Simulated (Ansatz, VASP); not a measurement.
CuO in VASP and in Ansatz

```
CELL_PARAMETERS angstrom
2.08215 -2.08794 0.00000
2.08215 2.08794 0.00000
0.00000 0.00000 5.15126
ATOMIC_POSITIONS crystal
Cu 0.00000 0.50000 0.00000
Cu 0.50000 0.00000 0.50000
O 0.45913 0.50000 0.22957
O 0.50000 0.50000 0.75000
```

Alike in both runs: task single point; functional PBE; k mesh 16 × 16 × 10; occupations gaussian, width 0.15 eV; no spin polarisation.

|  | VASP | Ansatz |
| --- | --- | --- |
| version | VASP 6.6.1 | Ansatz 0.2.0 |
| potentials or method | VASP PAW PBE potentials, release 64 (Cu, O), cutoff 520 eV | scalar-relativistic, plane waves, PAW |
| valence electrons in the cell | 34 | 50 |

|  | VASP | Ansatz | Ansatz less VASP |
| --- | --- | --- | --- |
| gap on the k mesh at the Fermi level (eV) | none | none | - |
| pressure (GPa) | 2.3 | 1.6 | -0.67 |
| traceless stress, the component that is largest in VASP (GPa) | -2.80 | -2.63 | +0.172 |
| rms of the force components (eV/Å) | 0.849 | 0.821 | -0.0277 |

Atom by atom the forces differ by 0.028 eV/Å (rms over components). A gap of «none» marks a metal or a gap that the smearing closes. VASP's potentials hold 34 valence electrons a cell and Ansatz's 50, so a difference there can come from the potentials and not from the codes.
